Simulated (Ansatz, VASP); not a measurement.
One calculation of Ti3Al5, two programs

```
Ti Al
1.0
     3.88330   -0.09708    0.00000
    -0.09708    3.88330    0.00000
     0.00000    0.00000    8.29688
Ti Al
3 5
Direct
  0.00000 0.00000 0.50000
  0.50000 0.50000 0.00000
  0.50000 0.50000 0.50000
  0.00000 0.50000 0.25235
  0.00000 0.50000 0.74765
  0.50000 0.00000 0.25235
  0.50000 0.00000 0.74765
  0.00000 0.00000 0.00000
```

Change from the starting cell: strain -0.0500 x Voigt [0, 0, 0, 0, 0, 1], atoms carried along.

Alike in both runs: task single point; functional PBEsol; k mesh 10 × 10 × 6; occupations gaussian, width 0.15 eV; no spin polarisation.

```csv
,VASP,Ansatz
version,VASP 6.6.1,Ansatz 0.2.0
potentials or method,"VASP PAW PBE potentials, release 64 (Ti_sv, Al), cutoff 520 eV","scalar-relativistic, plane waves, PAW"
valence electrons in the cell,51,51
```

```tsv
	VASP	Ansatz	Ansatz less VASP
gap on the k mesh at the Fermi level (eV)	none	none	-
pressure (GPa)	0.4	0.3	-0.07
traceless stress, the component that is largest in VASP (GPa)	5.06	5.05	-0.012
```

VASP's potentials were made for PBE, not for PBEsol. A gap of «none» marks a metal or a gap that the smearing closes.
